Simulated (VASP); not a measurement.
Runs of VASP 6.6.1 on BN. The structure is that of space group P6_3mc (No. 186), or close to it. The cells are those of the table. 

| cell | gap on the mesh (eV) | pressure (GPa) | largest force (eV/Å) |
| --- | --- | --- | --- |
| a = 2.350, b = 2.350, c = 4.565 Å, angles 90.0, 90.0, 120.0°, 4 atoms | 3.55 | 53.2 | (c) |
| a = 2.554, b = 2.554, c = 4.058 Å, angles 90.0, 90.0, 120.0°, 4 atoms | 5.27 | (b) | 0.19 |
| a = 2.350, b = 2.350, c = 4.227 Å, angles 90.0, 90.0, 120.0°, 4 atoms | 4.46 | 88.8 | 0.67 |
| a = 2.452, b = 2.452, c = 4.396 Å, angles 90.0, 90.0, 120.0°, 4 atoms | 4.80 | (a) | 0.04 |
| a = 2.554, b = 2.554, c = 4.396 Å, angles 90.0, 90.0, 120.0°, 4 atoms | 5.12 | -12.8 | 0.16 |
| a = 2.350, b = 2.350, c = 4.058 Å, angles 90.0, 90.0, 120.0°, 4 atoms | 4.55 | (d) | 0.67 |

Alike in all rows: task single point; level PBE; potentials or basis VASP PAW PBE potentials, release 64 (B, N); no spin polarisation; k mesh 12 × 12 × 6; cutoff (eV) 520; smearing gaussian 0.05 eV.

Q: Fill in the values left out.

A: (a) 20.4; (b) 17.7; (c) 0.17; (d) 114.5.

A k mesh can miss the band edges.
